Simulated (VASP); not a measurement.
ZnCu2 (Cu (111), 3 layers): single point with LDA

The system is ZnCu2 (Cu (111), 3 layers), a slab with vacuum.

```xyz
3
Lattice="2.4874 0.0000 0.0000 -1.2437 2.1541 0.0000 0.0000 0.0000 20.0619" Properties=species:S:1:pos:R:3 pbc="T T T"
Cu    0.0000    0.7180    8.0298
Cu    1.2437    1.4361   12.0321
Zn    0.0000    2.1541   10.0310
```

```yaml
Program: VASP 6.6.1
Task: single point
Functional: LDA
Potentials_or_basis: VASP PAW LDA potentials, release 64 (Cu, Zn)
Cutoff: 520 eV
k_mesh: 17 × 17 × 1
Occupations: fermi-dirac, width 0.05 eV
Spin: no spin polarisation
Dipole_correction: yes
Further_INCAR_settings: ALGO = Normal; EDIFF = 1e-06; NBANDS = 24
```

```json
{
 "Largest force": "0.469 eV/Å",
 "Band gap on the k mesh": "zero (band 17 reaches 1.39 eV, above the bottom of band 18 at -3.42 eV)"
}
```

Forces on the atoms (eV/Å):
```
Cu   0.000  0.000 -0.469
Cu   0.000  0.000  0.469
Zn   0.000  0.000  0.000
```

Levels at points of the mesh, in eV from the Fermi level:
```tsv
k point	band 15	band 16	band 17	band 18	band 19	band 20
(0.00, 0.00, 0.00)	-2.20	-2.17	-2.17	-2.08	-0.69	4.32
```

Wall time 48 s on 1 thread of Intel(R) Xeon(R) 6975P-C (Granite Rapids), on a shared host, peak memory 0.22 GiB.
